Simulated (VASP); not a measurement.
Wanted: the native input for a VASP 6.6.1 run.

```
Task                   : single point
Functional             : PBE
Potentials or basis    : VASP PAW PBE potentials, release 64 (Li_sv, F)
Cutoff                 : 520 eV
k mesh                 : 12 × 12 × 12
Occupations            : gaussian, width 0.05 eV
Spin                   : no spin polarisation
Dipole correction      : no
Further INCAR settings : ALGO = Normal; EDIFF = 1e-06; NBANDS = 12
```

The structure of LiF lies in POSCAR:

```
LiF
1.0
    0.0000000000      1.9815104477      2.0805859701
    1.9815104477      0.0000000000      2.0805859701
    1.9815104477      1.9815104477      0.0000000000
Li F
1 1
Direct
    0.0000000000      0.0000000000      0.0000000000
    0.5000000000      0.5000000000      0.5000000000
```

This cell differs from its parent crystal: ratio of the length along z to the lengths across it x 1.05, volume and fractional coordinates fixed.

The input as run:

INCAR

```
ALGO = Normal
EDIFF = 1E-6
ENCUT = 520
GGA = PE
ISIF = 2
ISMEAR = 0
LASPH = True
LCHARG = False
LREAL = False
LWAVE = False
NBANDS = 12
NELM = 60
PREC = Accurate
SIGMA = 0.05
```

KPOINTS

```
k-points
0
Gamma
  12 12 12
```

Potentials or basis: VASP PAW PBE potentials, release 64 (Li_sv, F).

Launch:

```console
$ cat potpaw_PBE.64/Li_sv/POTCAR potpaw_PBE.64/F/POTCAR > POTCAR
$ mpirun -np 1 vasp_std > vasp.out
```

It gave:

```
Band gap on the k mesh : 9.02 eV, direct
```

Wall time 75 s on 1 thread of AMD EPYC 7R13, with other jobs on the host, peak memory 0.12 GiB.
